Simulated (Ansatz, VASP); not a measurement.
**One calculation of CdS, two programs**

```
Cd S
1.0
     0.00000    2.63281    2.63281
     2.63281    0.00000    2.63281
     2.63281    2.63281    0.00000
Cd S
1 1
Direct
  0.00000 0.00000 0.00000
  0.50000 0.50000 0.50000
```

Change from the starting cell: volume scaled by 0.88, norm-conserving files.

Alike in both runs: task single point; functional PBE; k mesh 13 × 13 × 13; occupations fermi-dirac, width 0.1 eV; no spin polarisation.

|  | VASP | Ansatz |
| --- | --- | --- |
| version | VASP 6.6.1 | Ansatz 0.2.0 |
| potentials or method | VASP PAW PBE potentials, release 64 (Cd, S) | scalar-relativistic |
| plane-wave cutoff (eV) | 520 | 1071 |
| valence electrons in the cell | 18 | 26 |

Ansatz gave:

```
pressure (GPa) : 12.4
```

Q: What did VASP give for the same quantities?

A: Pressure (GPa): 13.1.

The functional is the same, so the differences come from potentials, cutoffs and numerics. VASP's potentials hold 18 valence electrons a cell and Ansatz's 26, so a difference there can come from the potentials and not from the codes.
